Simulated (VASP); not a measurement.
Write the native input for VASP 6.6.1 that does the following.

* Task: single point
* Functional: PBE
* Potentials or basis: VASP PAW PBE potentials, release 64 (Sc_sv, Al)
* Cutoff: 520 eV
* k mesh: 4 × 4 × 6
* Occupations: gaussian, width 0.1 eV
* Spin: no spin polarisation
* Dipole correction: no
* Further INCAR settings: ALGO = Normal; EDIFF = 1e-06; NBANDS = 18

The structure of ScAl3 lies in POSCAR:

```
ScAl3
1.0
    2.8570334803     -4.2647013943      0.0570257772
    2.8570334803      4.2647013943      0.0570257772
   -0.0638559490      0.0000000000      2.9622029385
Sc Al
1 3
Direct
    0.5000000000      0.5000000000      0.0000000000
    0.0000000000      0.0000000000      0.0000000000
    0.5000000000      0.0000000000      0.5000000000
    0.0000000000      0.5000000000      0.5000000000
```

These files were run (other wordings do the same):

INCAR

```
SYSTEM = ScAl3
PREC = Accurate
ENCUT = 520
EDIFF = 1E-6
ISMEAR = 0
SIGMA = 0.1
LREAL = .FALSE.
LASPH = .TRUE.
NELM = 80
ALGO = Normal
ISIF = 2
LWAVE = .FALSE.
LCHARG = .FALSE.
GGA = PE
NBANDS = 18
```

KPOINTS

```
Automatic mesh
0
G
  4 4 6
  0 0 0
```

Potentials or basis: VASP PAW PBE potentials, release 64 (Sc_sv, Al).

The run is started by

```sh
$ cat potpaw_PBE.64/Sc_sv/POTCAR potpaw_PBE.64/Al/POTCAR > POTCAR
$ mpirun -np 1 vasp_std > vasp.out
```

Results of the run:

```yaml
Pressure: 0.1 GPa
Band_gap_on_the_k_mesh: zero (band 10 reaches 7.42 eV, above the bottom of band 11 at 5.35 eV)
```

Run time: 38 s on 1 thread of AMD EPYC 9R45 (Zen 5), on a shared host, peak memory 0.17 GiB.
